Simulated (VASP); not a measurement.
Set up this calculation in VASP 6.6.1, as the native input.

| Property | Result |
| --- | --- |
| Task | relaxation of cell and atoms |
| Functional | PBEsol |
| Potentials or basis | VASP PAW PBE potentials, release 64 (Mo_sv) |
| Cutoff | 600 eV |
| k mesh | 15 × 15 × 15 |
| Occupations | methfessel-paxton, width 0.1 eV |
| Spin | no spin polarisation |
| Dipole correction | no |
| Further INCAR settings | ALGO = Normal; EDIFF = 1e-06; IBRION = 2; EDIFFG = -0.02; NSW = 80; ISIF = 3 |

The structure of Mo lies in POSCAR:

```
Mo
1.0
   -1.5734150000      1.5734150000      1.5734150000
    1.5734150000     -1.5734150000      1.5734150000
    1.5734150000      1.5734150000     -1.5734150000
Mo
1
Direct
    0.0000000000      0.0000000000      0.0000000000
```

One way to write it, as run:

INCAR

```
SYSTEM = Mo
PREC = Accurate
ENCUT = 600
EDIFF = 1E-6
ISMEAR = 1
SIGMA = 0.1
LREAL = .FALSE.
LASPH = .TRUE.
NELM = 80
ALGO = Normal
ISIF = 3
LWAVE = .FALSE.
LCHARG = .FALSE.
GGA = PS
IBRION = 2
NSW = 80
EDIFFG = -0.02
```

KPOINTS

```
regular mesh
0
G
  15 15 15
  0 0 0
```

Potentials or basis: VASP PAW PBE potentials, release 64 (Mo_sv).

Command:

```sh
$ cat potpaw_PBE.64/Mo_sv/POTCAR > POTCAR
$ mpirun -np 1 vasp_std > vasp.out
```

It gave:

The relaxed volume is 15.37 Å³/atom, the relaxed cell is a = 2.713 Å, b = 2.713 Å, c = 2.713 Å, α = 109.47°, β = 109.47°, γ = 109.47° and the space group after relaxing (to 0.05 Å) is Im-3m (No. 229). The energy gained by relaxing is 2.5 meV/atom, the ionic steps are 3 and the pressure after relaxing is 0.0 GPa. The band gap on the k mesh is zero (band 7 reaches 16.53 eV, above the bottom of band 8 at 11.33 eV).

Caveat: the PAW data sets were made with another functional, which shifts forces and pressure a little.

Run time: 24 s on 1 thread of Intel(R) Xeon(R) Platinum 8488C (Sapphire Rapids), with other jobs on the host, peak memory 0.17 GiB.
